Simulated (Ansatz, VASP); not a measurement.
# Two plane-wave programs on AlP3

```
Al P
1.0
     3.92366    0.00000    0.00000
     0.00000    3.92366    0.00000
     0.00000    0.00000    3.92366
Al P
1 3
Cartesian
  0.0000 0.0000 0.0000
  0.0000 1.9618 1.9618
  1.9618 0.0000 1.9618
  1.9618 1.9618 0.0000
```

Alike in both runs: functional PBE; k mesh 12 × 12 × 12; occupations gaussian, width 0.1 eV; no spin polarisation.

Ansatz relaxed the structure, and its values are those at the end. VASP's run is a single point on that final structure, the one shown.

|  | VASP | Ansatz |
| --- | --- | --- |
| version | VASP 6.6.1 | Ansatz 0.2.0 |
| potentials or method | VASP PAW PBE potentials, release 64 (Al, P), cutoff 520 eV | scalar-relativistic, plane waves, PAW |
| valence electrons in the cell | 18 | 18 |

Ansatz gave:

```
gap on the k mesh at the Fermi level (eV) : none
pressure (GPa)                            : 0.0
```

Q: What did VASP give for the same quantities?

A: gap on the k mesh at the Fermi level (eV): none; pressure (GPa): -0.1.

A gap of «none» marks a metal or a gap that the smearing closes.
